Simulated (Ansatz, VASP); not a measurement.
**Ag: VASP beside Ansatz**

```xyz
1
Lattice="-1.6557 1.6557 1.6557 1.6557 -1.6557 1.6557 1.6557 1.6557 -1.6557" Properties=species:S:1:pos:R:3 pbc="T T T"
Ag    0.0000    0.0000    0.0000
```

Alike in both runs: task single point; functional r2SCANh; k mesh 6 × 6 × 6; occupations fermi-dirac, width 0.05 eV; no spin polarisation.

|  | VASP | Ansatz |
| --- | --- | --- |
| version | VASP 6.6.1 | Ansatz 0.2.0 |
| potentials or method | VASP PAW PBE potentials, release 64 (Ag) | Ansatz PAW |
| plane-wave cutoff (eV) | 520 | 500 |
| valence electrons in the cell | 11 | 19 |

|  | VASP | Ansatz | Ansatz less VASP |
| --- | --- | --- | --- |
| gap on the k mesh at the Fermi level (eV) | none | none | - |
| pressure (GPa) | -3.3 | -2.5 | +0.79 |

VASP's potentials were made for PBE, not for r2SCANh. A gap of «none» marks a metal or a gap that the smearing closes. VASP's potentials hold 11 valence electrons a cell and Ansatz's 19, so a difference there can come from the potentials and not from the codes.

The k mesh is coarse, so the values compare programs but aren't converged.
